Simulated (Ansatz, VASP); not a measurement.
**Lu2NF3 in VASP and in Ansatz**

```
Lu N F
1.0
     3.63769    0.00000    0.00000
    -1.81884    3.15033    0.00000
     0.00000    0.00000    6.45200
Lu N F
2 1 3
Direct
  0.33333 0.66667 0.21340
  0.66667 0.33333 0.78660
  0.00000 0.00000 0.00000
  0.33333 0.66667 0.69281
  0.66667 0.33333 0.30719
  0.00000 0.00000 0.50000
```

Change from the starting cell: species swapped into the Li3PrBi2 type (P-3m1, No. 164).

Alike in both runs: functional PBE; k mesh 6 × 6 × 4; occupations gaussian, width 0.1 eV; no spin polarisation.

Ansatz relaxed the structure, and its values are those at the end. VASP's run is a single point on that final structure, the one shown.

|  | VASP | Ansatz |
| --- | --- | --- |
| version | VASP 6.6.1 | Ansatz 0.2.0 |
| potentials or method | VASP PAW PBE potentials, release 64 (Lu, N, F), cutoff 520 eV | scalar-relativistic, plane waves, PAW |
| valence electrons in the cell | 76 | 76 |

```tsv
	VASP	Ansatz	Ansatz less VASP
gap on the k mesh at the Fermi level (eV)	3.13	3.14	+0.010
least direct gap on the mesh (eV)	3.13	3.14	+0.010
pressure (GPa)	0.9	0.0	-0.90
rms of the force components (eV/Å)	0.019	0.002	-0.0169
```

The functional is the same, so the differences come from potentials, cutoffs and numerics.

Spin-orbit coupling is off throughout.
